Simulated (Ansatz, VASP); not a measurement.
**One calculation of RbBr, two programs**

INCAR

```
SYSTEM = RbBr
PREC = Accurate
ENCUT = 520
EDIFF = 1E-7
ISMEAR = -1
SIGMA = 0.02
LREAL = .FALSE.
LASPH = .TRUE.
NELM = 100
ALGO = Normal
ISIF = 2
LWAVE = .FALSE.
LCHARG = .FALSE.
GGA = PE
NBANDS = 15
```

KPOINTS

```
Automatic mesh
0
G
  6 6 6
  0 0 0
```

The input POSCAR:

```
RbBr
1.0
    0.0000000000      3.8694967757      3.8694967757
    3.9615907990      0.0000000000      3.8694967757
    3.9615907990      3.8694967757      0.0000000000
Rb Br
1 1
Direct
    0.0000000000      0.0000000000      0.0000000000
    0.2500000000      0.2500000000      0.2500000000
```

Input for Ansatz:

```yaml
crystal:
  lattice:
    - [0.0, 3.8694967757, 3.8694967757]
    - [3.961590799, 0.0, 3.8694967757]
    - [3.961590799, 3.8694967757, 0.0]
  atoms:
    - { symbol: Rb, position: [0.0, 0.0, 0.0] }
    - { symbol: Br, position: [0.25, 0.25, 0.25] }
kpoints:
  mp_grid: { grid: [6, 6, 6] }
  band_path:
    path:
      - [0.0, 0.0, 0.0]
      - [-0.5, -0.5, 0.0]
      - [-0.375, -0.375, 0.25]
      - [-0.375, 0.0, 0.375]
      - [0.0, 0.0, 0.5]
      - [-0.5, -0.25, 0.25]
    npoints: 1
hamiltonian:
  xc: pbe
scf:
  occupations: { method: fermi_dirac, width: 0.02 }
  n_extra_bands: 4
output:
  forces: true
  stress: true
  eigenvalues: true
  write_density: true
  write_potential: true
  elf: true
  volumetric_format: npy
```

Change from the starting cell: uniaxial_x strain +2.4%.

Alike in both runs: task single point; functional PBE; k mesh 6 × 6 × 6; occupations fermi-dirac, width 0.02 eV; no spin polarisation.

```csv
,VASP,Ansatz
version,VASP 6.6.1,Ansatz 0.2.0
potentials or method,"VASP PAW PBE potentials, release 64 (Rb_sv, Br)","plane waves, PAW"
plane-wave cutoff (eV),520,420
valence electrons in the cell,16,16
```

```tsv
	VASP	Ansatz	Ansatz less VASP
gap on the k mesh at the Fermi level (eV)	4.03	4.03	0.000
pressure (GPa)	0.0	0.0	-0.01
```

With one functional, cell and mesh, what is left measures potentials, basis and numerics. Ansatz's warnings: xc potential rough in thin density.
